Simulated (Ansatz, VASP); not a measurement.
**One calculation of YZrAl, two programs**

Contents of POSCAR:

```
YZrAl
1.0
    3.7953430000      6.5737260000      0.0000000000
   -3.7953430000      6.5737260000      0.0000000000
    0.0000000000      0.0000000000      4.1000200000
Y Zr Al
3 3 3
Direct
    0.5950000000      0.4050000000      0.5000000000
    0.4050000000      0.0000000000      0.5000000000
    0.0000000000      0.5950000000      0.5000000000
    0.3333000000      0.3334000000      0.0000000000
    0.6667000000      0.6666000000      0.0000000000
    0.0000000000      0.0000000000      0.5000000000
    0.2500000000      0.7500000000      0.0000000000
    0.7500000000      0.0000000000      0.0000000000
    0.0000000000      0.2500000000      0.0000000000
```

The input INCAR.step1:

```
SYSTEM = YZrAl
PREC = Accurate ; ENCUT = 520
ISMEAR = -1 ; SIGMA = 0.1
LREAL = .FALSE. ; LASPH = .TRUE.
NELM = 80 ; NBANDS = 49
GGA = PE ; ALGO = Normal
EDIFF = 1E-4 ; LWAVE = .TRUE.
LCHARG = .FALSE.
```

The input INCAR.step2:

```
SYSTEM = YZrAl
PREC = Accurate ; ENCUT = 520
EDIFF = 1E-6 ; ISMEAR = -1
SIGMA = 0.1 ; LREAL = .FALSE.
LASPH = .TRUE. ; NELM = 80
ALGO = Normal ; ISIF = 2
LWAVE = .FALSE. ; LCHARG = .FALSE.
METAGGA = R2SCAN ; LMIXTAU = .TRUE.
NBANDS = 49 ; ISTART = 1
```

KPOINTS

```
regular mesh
0
G
  5 5 8
  0 0 0
```

Input for Ansatz:

```yaml
crystal:
  lattice:
    - [3.795343, 6.573726, 0.0]
    - [-3.795343, 6.573726, 0.0]
    - [0.0, 0.0, 4.10002]
  atoms:
    - { symbol: "Y", position: [0.595, 0.405, 0.5] }
    - { symbol: "Y", position: [0.405, 0.0, 0.5] }
    - { symbol: "Y", position: [0.0, 0.595, 0.5] }
    - { symbol: Zr, position: [0.3333, 0.3334, 0.0] }
    - { symbol: Zr, position: [0.6667, 0.6666, 0.0] }
    - { symbol: Zr, position: [0.0, 0.0, 0.5] }
    - { symbol: Al, position: [0.25, 0.75, 0.0] }
    - { symbol: Al, position: [0.75, 0.0, 0.0] }
    - { symbol: Al, position: [0.0, 0.25, 0.0] }
  symmetry: { tolerance: 0.0003 }
kpoints:
  mp_grid: { grid: [5, 5, 8], shift: [0, 0, 0] }
  band_path:
    path:
      - [0.0, 0.0, 0.0]
      - [0.49999999, 0.5, 0.0]
      - [0.33333332, 0.66666668, 0.0]
      - [0.0, 0.0, 0.0]
      - [0.0, 0.0, 0.5]
      - [0.49999999, 0.5, 0.5]
      - [0.33333332, 0.66666668, 0.5]
      - [0.0, 0.0, 0.5]
      - [0.49999999, 0.5, 0.5]
      - [0.49999999, 0.5, 0.0]
      - [0.33333332, 0.66666668, 0.5]
    npoints: 6
magnetization:
  spin_polarized: false
scf:
  occupations: { method: fermi_dirac }
  lower_state_search: "off"
  max_iter: 200
hamiltonian:
  pseudopotentials: { kind: paw }
  xc: r2scan
basis:
  ecutwfc: 500
  fft_grid_basis: typed
output:
  forces: true
  stress: true
  eigenvalues: true
  bader: true
  populations: true
  elf: true
  write_potential: true
  volumetric_format: npy
  dos:
    e_range: [-12, 8]
    de: 0.05
    projected: { site_lists: { Al: [Al], "Y": ["Y"], Zr: [Zr] } }
checkpoint:
  read: saved_state
```

Alike in both runs: task single point; functional r2SCAN; k mesh 5 × 5 × 8; no spin polarisation.

|  | VASP | Ansatz |
| --- | --- | --- |
| version | VASP 6.6.1 | Ansatz 0.2.0 |
| potentials or method | VASP PAW PBE potentials, release 64 (Y_sv, Zr_sv, Al), cutoff 520 eV | PAW plane waves |
| occupations | fermi-dirac, width 0.1 eV | fermi-dirac |
| valence electrons in the cell | 78 | 78 |

|  | VASP | Ansatz | Ansatz less VASP |
| --- | --- | --- | --- |
| pressure (GPa) | 4.1 | 4.1 | +0.02 |
| traceless stress, the component that is largest in VASP (GPa) | 1.23 | 1.22 | -0.009 |
| rms of the force components (eV/Å) | 0.316 | 0.316 | -0.0003 |

VASP's potentials were made for PBE, not for r2SCAN. Atom by atom the forces differ by 0.001 eV/Å (rms over components). Ansatz's warnings: structure snapped to symmetry.
